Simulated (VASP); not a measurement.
# KTaO3: single point with PBE

The system is KTaO3.

```
K Ta O
1.0
     4.05099    0.00000    0.00000
     0.00000    4.05099    0.00000
     0.00000    0.00000    3.81401
K Ta O
1 1 3
Direct
  0.50000 0.50000 0.50000
  0.00000 0.00000 0.00000
  0.50000 0.00000 0.00000
  0.00000 0.50000 0.00000
  0.00000 0.00000 0.50000
```

This cell differs from its parent crystal: volume 12.518 Å^3 an atom, c/a of the conventional cell 0.9415.

```
Program                : VASP 6.6.1
Task                   : single point
Functional             : PBE
Potentials or basis    : VASP PAW PBE potentials, release 64 (K_sv, Ta_pv, O)
Cutoff                 : 520 eV
k mesh                 : 8 × 8 × 8
Occupations            : gaussian, width 0.05 eV
Spin                   : no spin polarisation
Dipole correction      : no
Further INCAR settings : ALGO = Normal; EDIFF = 1e-06; NBANDS = 27
```

```
Pressure               : 10.6 GPa
Band gap on the k mesh : 2.09 eV, indirect (least direct gap 2.68 eV)
```

Stress tensor (GPa, compression positive):
```
 1.66  0.00  0.00
 0.00  1.66  0.00
 0.00  0.00 28.49
```

Levels at points of the mesh, in eV from the valence-band top:
```tsv
k point	band 15	band 16	band 17	band 18	band 19	band 20	band 21	band 22	band 23	band 24
(0.00, 0.00, 0.00)	-1.25	-0.90	-0.64	-0.64	-0.59	2.09	2.18	2.18	6.33	6.38
(0.50, 0.00, 0.00)	-2.28	-2.14	-1.57	-0.99	-0.81	2.32	4.80	4.80	6.82	9.07
(0.50, 0.50, 0.00)	-2.56	-1.93	-1.93	-1.62	-0.06	4.83	4.83	6.03	8.86	9.81
(0.00, 0.00, 0.50)	-2.30	-2.05	-1.50	-0.83	-0.83	2.31	5.62	5.62	6.44	8.24
(0.50, 0.00, 0.50)	-2.70	-1.66	-1.32	-1.28	-0.13	4.86	5.65	6.67	7.29	10.16
(0.50, 0.50, 0.50)	-4.30	-3.57	-0.07	-0.07	0.00	6.20	6.80	6.80	8.65	9.00
```

It took 51 s on 1 thread of Intel(R) Xeon(R) 6975P-C (Granite Rapids), on a shared host, peak memory 0.25 GiB.

Caveat: spin-orbit coupling is left out, which moves the levels of the heavy elements. A k mesh can miss the band edges.
